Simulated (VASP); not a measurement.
A run of VASP 6.6.1:

The input INCAR:

```
SYSTEM = Sr
ALGO = Normal
EDIFF = 1E-6
EDIFFG = -0.01
ENCUT = 600
IBRION = 2
ISIF = 3
ISMEAR = -1
LASPH = .True.
LCHARG = .False.
LREAL = .False.
LWAVE = .False.
NELM = 60
NSW = 80
PREC = Accurate
SIGMA = 0.1
```

Contents of KPOINTS:

```
k-points
0
Gamma
  8 8 8
  0 0 0
```

Contents of POSCAR:

```
Sr
1.0
    3.9327266275      0.0000000000      0.0000000000
    0.0000000000      3.9327266275      0.0000000000
    0.0000000000      0.0000000000      3.9327266275
Sr
1
Direct
    0.0000000000      0.0000000000      0.0000000000
```

Potentials or basis: VASP PAW LDA potentials, release 64 (Sr_sv).

Command:

```console
$ cat potpaw_LDA.64/Sr_sv/POTCAR > POTCAR
$ mpirun -np 1 vasp_std > vasp.out
```

Hardware: 1 thread of Intel(R) Xeon(R) Platinum 8488C (Sapphire Rapids) (shared host).

Task: Estimate the wall time of this run.

Result: It took 44 s on 1 thread of Intel(R) Xeon(R) Platinum 8488C (Sapphire Rapids), with other jobs on the host, peak memory 0.18 GiB. Counts: scf iterations 44, k points 35, ion steps 5.
